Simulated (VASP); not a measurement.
**Te3Pb4Se: single point with PBE**

Te3Pb4Se:

```xyz
8
Lattice="6.4926 0.0000 0.0000 0.0000 6.4926 0.0000 0.0000 0.0000 6.4926" Properties=species:S:1:pos:R:3 pbc="T T T"
Te    3.2463    0.0000    0.0000
Te    0.0000    0.0000    3.2463
Te    0.0000    3.2463    0.0000
Pb    0.0000    3.2463    3.2463
Pb    3.2463    3.2463    0.0000
Pb    0.0000    0.0000    0.0000
Pb    3.2463    0.0000    3.2463
Se    3.2463    3.2463    3.2463
```

```yaml
Program: VASP 6.6.1
Task: single point
Functional: PBE
Potentials_or_basis: VASP PAW PBE potentials, release 64 (Te, Pb_d, Se)
Cutoff: 500 eV
k_mesh: 6 × 6 × 6
Occupations: gaussian, width 0.01 eV
Spin: no spin polarisation
```

```json
{"Pressure": "0.0 GPa", "Band gap on the k mesh": "0.21 eV"}
```

Levels at points of the mesh, in eV from the valence-band top:
```csv
k point,band 38,band 39,band 40,band 41,band 42,band 43
"(0.00, 0.00, 0.00)",-1.31,-1.31,-1.31,3.53,3.53,3.53
"(0.50, 0.00, 0.00)",-1.32,-0.51,-0.33,1.69,1.74,2.40
"(0.50, 0.50, 0.00)",-0.65,-0.59,-0.57,1.35,1.57,1.57
"(0.50, 0.50, 0.50)",-0.07,-0.07,0.00,0.21,0.84,0.84
```

It took 8.7 min on 1 thread of Oxide Virtual Turin-like Processor, with other jobs on the host, peak memory 0.44 GiB.

Caveat: spin-orbit coupling is left out, which moves the levels of the heavy elements. A k mesh can miss the band edges.
